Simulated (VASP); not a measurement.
# Sb (Fm-3m) in VASP: further runs

Sb is run at these levels: PBE; tasks: single point.

All numbers are computed with VASP 6.6.1; they aren't measurements. Logs are shortened: lines on timing, memory, paths and dates and some standing lists are left out, and cuts for length are marked.

## 1. The cell of the first run

The structure is cubic, space group Fm-3m (No. 225). The conventional cell has a = 4.723 Å, b = 4.723 Å, c = 4.723 Å, α = 90.00°, β = 90.00°, γ = 90.00°. Sb (site symmetry m-3m) has 12 Sb at 3.34 Å within 4.4 Å.

## 2. Single point, PBE (volume scaled by 0.96)

Contents of INCAR:

```
PREC = Accurate
ENCUT = 520
EDIFF = 1E-7
ISMEAR = -1
SIGMA = 0.1
LREAL = F
LASPH = T
NELM = 60
ALGO = Normal
ISIF = 2
LWAVE = F
LCHARG = F
GGA = PE
NBANDS = 8
```

Contents of KPOINTS:

```
regular mesh
0
Gamma
  19 19 19
```

Contents of POSCAR:

```
Sb
1.0
    0.0000000000      2.3617255455      2.3617255455
    2.3617255455      0.0000000000      2.3617255455
    2.3617255455      2.3617255455      0.0000000000
Sb
1
Direct
    0.0000000000      0.0000000000      0.0000000000
```

Potentials or basis: VASP PAW PBE potentials, release 64 (Sb).

Started as:

```sh
> cat potpaw_PBE.64/Sb/POTCAR > POTCAR
> mpirun -np 1 vasp_std > vasp.out
```

OUTCAR:

```text
PREC = Accurate
   ENCUT = 520
   EDIFF = 1E-7
   ISMEAR = -1
   LREAL = F
   LASPH = T
   NELM = 60
   ISIF = 2
   GGA = PE

 ion  position               nearest neighbor table
   1  0.000  0.000  0.000-

  LATTYP: Found a face centered cubic cell.
 ALAT       =     4.7234510910

  Lattice vectors:

 A1 = (   0.0000000000,   2.3617255455,   2.3617255455)
 A2 = (   2.3617255455,   0.0000000000,   2.3617255455)
 A3 = (   2.3617255455,   2.3617255455,   0.0000000000)

Analysis of symmetry for initial positions (statically):
=====================================================================
 Subroutine PRICEL returns:
 Original cell was already a primitive cell.

 Routine SETGRP: Setting up the symmetry group for a
 face centered cubic supercell.

 Subroutine GETGRP returns: Found 48 space group operations
 (whereof 48 operations were pure point group operations)
 out of a pool of 48 trial point group operations.

The static configuration has the point symmetry O_h .

Analysis of symmetry for dynamics (positions and initial velocities):
=====================================================================
 Subroutine PRICEL returns:
 Original cell was already a primitive cell.

 Routine SETGRP: Setting up the symmetry group for a
 face centered cubic supercell.

 Subroutine GETGRP returns: Found 48 space group operations
 (whereof 48 operations were pure point group operations)
 out of a pool of 48 trial point group operations.

The dynamic configuration has the point symmetry O_h .

 Subroutine INISYM returns: Found 48 space group operations
 (whereof 48 operations are pure point group operations),
 and found     1 'primitive' translations

----------------------------------------------------------------------------------------

                                     Primitive cell

  volume of cell :      26.3462

  direct lattice vectors                    reciprocal lattice vectors
     0.000000000  2.361725546  2.361725546    -0.211709612  0.211709612  0.211709612
     2.361725546  0.000000000  2.361725546     0.211709612 -0.211709612  0.211709612
     2.361725546  2.361725546  0.000000000     0.211709612  0.211709612 -0.211709612

  length of vectors
     3.339984297  3.339984297  3.339984297     0.366691805  0.366691805  0.366691805

  position of ions in fractional coordinates (direct lattice)
     0.000000000  0.000000000  0.000000000

[... 70 lines left out ...]
   LNONCOLLINEAR =      F non collinear calculations
   LSORBIT =      F    spin-orbit coupling
   LASPH  =      T    aspherical Exc in radial PAW
   ENCUT  =  520.0 eV  38.22 Ry    6.18 a.u.   6.21  6.21  6.21*2*pi/ulx,y,z
   NELM   =     60;   NELMIN=  2; NELMDL= -5     # of ELM steps
   EDIFF  = 0.1E-06   stopping-criterion for ELM
   LREAL  =      F    real-space projection
   EDIFFG = 0.1E-05   stopping-criterion for IOM
   NSW    =      0    number of steps for IOM
   IBRION =     -1    ionic relax: 0-MD 1-quasi-New 2-CG
   NFREE  =      0    steps in history (QN), initial steepest desc. (CG)
   ISIF   =      2    stress and relaxation
   ISYM   =      2    0-nonsym 1-usesym 2-fastsym
   POTIM  = 0.5000    time-step for ionic-motion
   TEBEG  =    0.0;   TEEND  =   0.0 temperature during run
   PSTRESS=    0.0 pullay stress
   NELECT =       5.0000    total number of electrons
   NUPDOWN=      -1.0000    fix difference up-down
   EMIN   =  10.00;   EMAX   =-10.00  energy-range for DOS
   EFERMI =   0.00;   METHOD = LEGACY
   ISMEAR =    -1;   SIGMA  =   0.10  broadening in eV -4-tet -1-fermi 0-gaus
   EFERMI_NEDOS =   21; number of points for ismear=-14 and -15
   IALGO  =     38    algorithm
   IMIX   =      4    mixing-type and parameters
     AMIX     =   0.40;   BMIX     =  1.00
     AMIX_MAG =   1.60;   BMIX_MAG =  1.00
  volume/ion in A,a.u.               =      26.35       177.79
  Fermi-wavevector in a.u.,A,eV,Ry     =   0.940789  1.777833 12.042289  0.885083
  Thomas-Fermi vector in A             =   2.068235
   LORBIT       =      0    0 simple, 1 ext, 2 COOP (PROOUT), +10 PAW based schemes
   GGA     = PE    functional components
   LHFCALC =     F    Hartree Fock is set to
   AEXX    =    0.0000 exact exchange contribution
   IVDW    =     0    specifies the selected vdW correction
   LEPSILON=     F    determine dielectric tensor
   LRPA    =     F    only Hartree local field effects (RPA)
 non-spin polarized calculation
  energy-cutoff  :      520.00
  volume of cell :       26.35
 maximum number of plane-waves:       725
 NGX is ok and might be reduce to    28
   NGX = 13   NGY = 13   NGZ = 13

 number of electron       5.0000000 magnetization

 Free energy of the ion-electron system (eV)
  ---------------------------------------------------
  ext. energy  EPLUGINS =         0.00000000
  ---------------------------------------------------
  free energy    TOTEN  =        -3.82457294 eV

  energy without entropy =       -3.80092672  energy(sigma->0) =       -3.81274983

 E-fermi :   8.8348     XC(G=0): -10.3298

 val. band max:        8.8273537445   @ k =  -0.2105   0.2105   0.0526
 cond. band min:       8.8385546535   @ k =   0.4211   0.2632   0.0000
 fundamental gap:      0.0112009090
 Fermi energy:         8.8347530929

 k-point     1 :       0.0000    0.0000    0.0000
  band No.  band energies     occupation
      1      -4.2863      2.00000
      2      14.2939      0.00000
      3      14.2939      0.00000
      4      14.2939      0.00000
      5      18.8367      0.00000
      6      18.8367      0.00000
      7      18.8367      0.00000
      8      19.0529      0.00000
[... 243 lines left out ...]
 k-point    24 :      -0.2632    0.0526    0.0000
  band No.  band energies     occupation
      1      -2.6712      2.00000
      2       7.1612      2.00000
      3      12.2182      0.00000
      4      13.4341      0.00000
      5      17.3965      0.00000
      6      18.7100      0.00000
      7      18.7355      0.00000
      8      20.9282      0.00000

 [... further k-points ...]
[... 5 lines left out ...]
  --------------------------------------------------------------------------------------
  -------------------------------------------------------------------------------------
  Total        0.4268367      0.4268367      0.4268367     -0.0000000     -0.0000000      0.0000000
  in kB       25.9569763     25.9569763     25.9569763     -0.0000000     -0.0000000      0.0000000
  external PRESSURE =      25.9569763 kB  Pullay stress =       0.0000000 kB

 VOLUME and BASIS-vectors are now :
 -----------------------------------------------------------------------------
  energy-cutoff  :      520.00
  volume of cell :       26.35
      direct lattice vectors                 reciprocal lattice vectors
     0.000000000  2.361725546  2.361725546    -0.211709612  0.211709612  0.211709612
     2.361725546  0.000000000  2.361725546     0.211709612 -0.211709612  0.211709612
     2.361725546  2.361725546  0.000000000     0.211709612  0.211709612 -0.211709612

 POSITION                                       TOTAL-FORCE (eV/Angst)
 -----------------------------------------------------------------------------------
      0.00000      0.00000      0.00000         0.000000      0.000000      0.000000
 -----------------------------------------------------------------------------------
    total drift:                                0.000000     -0.000000     -0.000000

  FREE ENERGIE OF THE ION-ELECTRON SYSTEM (eV)
  ---------------------------------------------------
  free  energy   TOTEN  =        -3.8245729353 eV

  energy  without entropy=       -3.8009267244  energy(sigma->0) =       -3.81274983
```

OSZICAR:

```text
N       E                     dE             d eps       ncg     rms          rms(c)
DAV:   1     0.490950415013E+01    0.49095E+01   -0.16885E+03  3576   0.411E+02
DAV:   2    -0.374280754462E+01   -0.86523E+01   -0.84146E+01  4944   0.528E+01
DAV:   3    -0.382927135524E+01   -0.86464E-01   -0.86235E-01  4320   0.591E+00
DAV:   4    -0.382948710662E+01   -0.21575E-03   -0.21575E-03  5504   0.354E-01
DAV:   5    -0.382948747441E+01   -0.36779E-06   -0.36889E-06  4560   0.929E-03    0.176E+00
DAV:   6    -0.382630704261E+01    0.31804E-02   -0.17302E-03  4360   0.221E-01    0.101E+00
DAV:   7    -0.382456489526E+01    0.17421E-02   -0.36867E-03  4032   0.323E-01    0.525E-02
DAV:   8    -0.382457338322E+01   -0.84880E-05   -0.45504E-05  5016   0.533E-02    0.610E-03
DAV:   9    -0.382457356728E+01   -0.18406E-06   -0.63823E-07  5208   0.630E-03    0.102E-03
DAV:  10    -0.382457308534E+01    0.48194E-06   -0.52317E-08  4680   0.132E-03    0.117E-03
DAV:  11    -0.382457288451E+01    0.20083E-06   -0.13885E-09  2592   0.329E-04    0.213E-04
DAV:  12    -0.382457293527E+01   -0.50769E-07   -0.19030E-10  2320   0.881E-05
   1 F= -.38245729E+01 E0= -.38127498E+01  d E =-.236462E-01
```

Run time: 40 s. Hardware: 1 thread of AMD EPYC 7R13 (Zen 3), shared host; peak memory 0.16 GiB.

What came out:

- Free energy: -3.8246 eV
- Pressure: 2.6 GPa

Caveat: the cell differs from its parent crystal (volume scaled by 0.96); spin-orbit coupling is left out, which moves the levels of the heavy elements.

## 3. Single point, PBE

This run uses another cell than the first one, of 27.44 Å³/atom, 1.042 times its volume.

Edit INCAR of step 2 so:

```diff
@@ -2,3 +2,3 @@
 ENCUT = 520
-EDIFF = 1E-7
+EDIFF = 1E-6
 ISMEAR = -1
```

KPOINTS is that of step 2.

Contents of POSCAR:

```
Sb
1.0
    0.0000000000      2.3940819710      2.3940819710
    2.3940819710      0.0000000000      2.3940819710
    2.3940819710      2.3940819710      0.0000000000
Sb
1
Direct
    0.0000000000      0.0000000000      0.0000000000
```

Potentials or basis: VASP PAW PBE potentials, release 64 (Sb).

Started as:

```sh
> cat potpaw_PBE.64/Sb/POTCAR > POTCAR
> mpirun -np 1 vasp_std > vasp.out
```

It took 34 s on 1 thread of AMD EPYC 7R13 (Zen 3), shared host; peak memory 0.16 GiB.

Results (log left out):

* Free energy: -3.8331 eV
* Pressure: 0.0 GPa

Levels at points of the mesh, in eV from the Fermi level:
```csv
k point,band 1,band 2,band 3,band 4,band 5,band 6
"(0.00, 0.00, 0.00)",-12.80,5.16,5.16,5.16,9.87,9.87
```

Caveat: spin-orbit coupling is left out, which moves the levels of the heavy elements.

## 4. Single point, PBE (volume scaled by 1.04)

Contents of INCAR:

```
ALGO = Normal
EDIFF = 1E-6
ENCUT = 520
GGA = PE
ISIF = 2
ISMEAR = -1
LASPH = True
LCHARG = False
LREAL = False
LWAVE = False
NBANDS = 8
NELM = 80
PREC = Accurate
SIGMA = 0.1
```

Contents of KPOINTS:

```
k-points
0
Gamma
  19 19 19
```

Contents of POSCAR:

```
Sb
1.0
    0.0000000000      2.4255866624      2.4255866624
    2.4255866624      0.0000000000      2.4255866624
    2.4255866624      2.4255866624      0.0000000000
Sb
1
Direct
    0.0000000000      0.0000000000      0.0000000000
```

Started as:

```sh
> cat potpaw_PBE.64/Sb/POTCAR > POTCAR
> mpirun -np 1 vasp_std > vasp.out
```

Wall time 35 s (1 thread of AMD EPYC 7R13 (Zen 3), shared host); peak memory 0.16 GiB.

It converged, with:

| Property | Result |
| --- | --- |
| Free energy | -3.8256 eV |
| Pressure | -2.1 GPa |

Levels at points of the mesh, in eV from the Fermi level:
```csv
k point,band 1,band 2,band 3,band 4,band 5,band 6,band 7
"(0.00, 0.00, 0.00)",-12.50,4.88,4.88,4.88,9.75,9.75,9.75
```

Caveat: the cell differs from its parent crystal (volume scaled by 1.04); spin-orbit coupling is left out, which moves the levels of the heavy elements.

## 5. Summary

| cell | gap on the mesh (eV) | pressure (GPa) |
| --- | --- | --- |
| a = 3.340 Å, angles 60.0°, 1 atom | none | 2.6 |
| a = 3.386 Å, angles 60.0°, 1 atom | none | 0.0 |
| a = 3.430 Å, angles 60.0°, 1 atom | none | -2.1 |

Alike in all rows: task single point; level PBE; potentials or basis VASP PAW PBE potentials, release 64 (Sb); no spin polarisation; k mesh 19 × 19 × 19; cutoff (eV) 520; smearing fermi-dirac 0.1 eV.

Caveats: spin-orbit coupling is left out, which moves the levels of the heavy elements.

Absolute energies hang on the potentials; compare differences alone.
